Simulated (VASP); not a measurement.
# LiH: G0W0 quasiparticle levels with PBE

The system is LiH.

```xyz
2
Lattice="0.0000 2.0030 2.0030 2.0030 0.0000 2.0030 2.0030 2.0030 0.0000" Properties=species:S:1:pos:R:3 pbc="T T T"
Li    0.0000    0.0000    0.0000
H     2.0030    2.0030    2.0030
```

```
Program                         : VASP 6.6.1
Task                            : G0W0 quasiparticle levels
Functional                      : PBE
Potentials or basis             : VASP PAW PBE potentials, release 64 (Li_GW, H_GW)
Cutoff                          : 500 eV
k mesh                          : 6 × 6 × 6
Occupations                     : gaussian, width 0.01 eV
Spin                            : no spin polarisation
Dipole correction               : no
GW scheme                       : G0W0
GW iterations                   : 1
Cutoff of the response function : 140
Frequency points                : 96
Empty bands                     : 60
Further INCAR settings          : ALGO = EVGW0; EDIFF = 1e-08; NBANDS = 61
```

The quasiparticle gap is 4.91 eV and the least direct quasiparticle gap is 4.91 eV. The band gap of the starting levels on the mesh is 2.98 eV and the least direct gap of the starting levels on the mesh is 2.98 eV.

Run time: 44 s on 1 thread of Intel(R) Xeon(R) 6975P-C (Granite Rapids), on a shared host, peak memory 0.27 GiB.

Caveat: the k points lie up to 0.45 Å⁻¹ apart; bands, screening cutoff and mesh are small and nothing is extrapolated, so the quasiparticle values aren't converged.
